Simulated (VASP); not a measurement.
Wanted: the native input for a VASP 6.6.1 run.

```yaml
Task: single point
Functional: PBE
Potentials_or_basis: VASP PAW PBE potentials, release 64 (Si, W_sv)
Cutoff: 520 eV
k_mesh: 9 × 9 × 6
Occupations: gaussian, width 0.03 eV
Spin: no spin polarisation
Dipole_correction: no
Further_INCAR_settings: ALGO = Normal; EDIFF = 1e-06; NBANDS = 43
```

The structure of Si2W lies in POSCAR:

```
Si2W
1.0
    4.6392971011      0.0000000000      0.0000000000
   -2.3196485506      4.0177491452      0.0000000000
    0.0000000000      0.0000000000      6.5757397110
Si W
6 3
Direct
    0.8238313095      0.6476626189      0.5000000000
    0.1761686905      0.8238313095      0.8333333333
    0.6476626189      0.8238313095      0.1666666667
    0.1761686905      0.3523373811      0.5000000000
    0.8238313095      0.1761686905      0.8333333333
    0.3523373811      0.1761686905      0.1666666667
    0.0000000000      0.5000000000      0.1666666667
    0.5000000000      0.5000000000      0.8333333333
    0.5000000000      0.0000000000      0.5000000000
```

This cell differs from its parent crystal: atoms shifted along a free coordinate, c/a of the conventional cell at fixed volume 1.4174.

One way to write it, as run:

INCAR

```
SYSTEM = Si2W
PREC     = Accurate       ! precision mode
ENCUT    = 520            ! plane-wave cutoff, eV
EDIFF    = 1E-6           ! SCF threshold, eV
ISMEAR   = 0              ! smearing method
SIGMA    = 0.03           ! smearing width, eV
LREAL    = .FALSE.        ! projectors in reciprocal space
LASPH    = .TRUE.         ! aspherical terms in the spheres
NELM     = 100            ! most SCF steps
ALGO     = Normal         ! electronic algorithm
ISIF     = 2              ! what is computed and relaxed
LWAVE    = .FALSE.        ! write WAVECAR
LCHARG   = .TRUE.         ! write CHGCAR
GGA      = PE             ! functional
LELF     = .TRUE.         ! ELF
LVHAR    = .TRUE.       
NBANDS   = 43             ! bands
```

KPOINTS

```
regular mesh
0
G
  9 9 6
  0 0 0
```

Potentials or basis: VASP PAW PBE potentials, release 64 (Si, W_sv).

Launch:

```console
$ cat potpaw_PBE.64/Si/POTCAR potpaw_PBE.64/W_sv/POTCAR > POTCAR
$ mpirun -np 1 vasp_std > vasp.out
```

Results of the run:

The pressure is 2.3 GPa. The largest force is 1.514 eV/Å. The band gap on the k mesh is 0.23 eV (least direct gap 0.60 eV).

Caveat: spin-orbit coupling is left out, which moves the levels of the heavy elements; forces of over 1 eV/Å act on the atoms, so gaps and moduli don't describe the material at rest.

Wall time 2.5 min on 1 thread of Intel(R) Xeon(R) Platinum 8488C (Sapphire Rapids) (shared host), peak memory 0.36 GiB.
